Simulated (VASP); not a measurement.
MgI2: single point with PBE

MgI2:

```
CELL_PARAMETERS angstrom
0.00000 3.61751 3.75712
3.61751 0.00000 3.75712
3.61751 3.61751 0.00000
ATOMIC_POSITIONS crystal
Mg 0.00000 0.00000 0.00000
I 0.25000 0.25000 0.25000
I 0.75000 0.75000 0.75000
```

This cell differs from its parent crystal: epitaxial xy strain -3.7%.

```yaml
Program: VASP 6.6.1
Task: single point
Functional: PBE
Potentials_or_basis: VASP PAW PBE potentials, release 64 (Mg, I)
Cutoff: 520 eV
k_mesh: 6 × 6 × 6
Occupations: fermi-dirac, width 0.02 eV
Spin: no spin polarisation
```

| Quantity | Value |
| --- | --- |
| Pressure | 2.9 GPa |
| Band gap on the k mesh | 0.58 eV (least direct gap 0.66 eV) |

Stress tensor (GPa, compression positive):
```
4.17 0.00 0.00
0.00 4.17 0.00
0.00 0.00 0.27
```

Levels at points of the mesh, in eV from the valence-band top:
```tsv
k point	band 6	band 7	band 8	band 9	band 10	band 11
(0.00, 0.00, 0.00)	-1.73	-1.23	-1.23	0.58	2.73	2.75
(0.50, 0.00, 0.00)	-2.92	-2.72	-2.69	2.70	4.85	4.99
(0.50, 0.50, 0.00)	-0.62	-0.62	-0.34	0.88	4.15	6.37
(0.50, 0.00, 0.50)	-0.98	-0.49	0.00	0.66	3.97	6.14
```

It took 50 s on 1 thread of Intel(R) Xeon(R) Platinum 8259CL CPU @ 2.50GHz (Skylake/Cascade Lake) (shared host), peak memory 0.25 GiB.

Caveat: the cell differs from its parent crystal (epitaxial xy strain -3.7%); spin-orbit coupling is left out, which moves the levels of the heavy elements. A k mesh can miss the band edges.
